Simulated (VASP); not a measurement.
A run of VASP 6.6.1:

File INCAR:

```
  PREC = Accurate
  ENCUT = 500
  EDIFF = 1E-7
  ISMEAR = 0
  SIGMA = 0.01
  LREAL = F
  LASPH = T
  NELM = 120
  ALGO = Normal
  ISIF = 3
  LWAVE = F
  LCHARG = F
  GGA = PE
  IVDW = 12
  IBRION = 2
  NSW = 100
  EDIFFG = -0.005
  GGA_COMPAT = F
  NELMIN = 4
```

The input KPOINTS:

```
regular mesh
0
Gamma
  10 10 10
```

POSCAR

```
SnTe
1.0
    0.0000000000      3.1565000000      3.1565000000
    3.1565000000      0.0000000000      3.1565000000
    3.1565000000      3.1565000000      0.0000000000
Sn Te
1 1
Direct
    0.0000000000      0.0000000000      0.0000000000
    0.5000000000      0.5000000000      0.5000000000
```

Potentials or basis: VASP PAW PBE potentials, release 64 (Sn_d, Te).

Command:

```console
$ cat potpaw_PBE.64/Sn_d/POTCAR potpaw_PBE.64/Te/POTCAR > POTCAR
$ mpirun -np 1 vasp_std > vasp.out
```

Hardware: 1 thread of Intel Xeon 6975P-C, with other jobs on the host.

Question: How long does it take, and how much memory?

Answer: Run time: 79 s on 1 thread of Intel Xeon 6975P-C (shared host), peak memory 0.23 GiB. Counts: scf iterations 26, k points 47, ion steps 3.
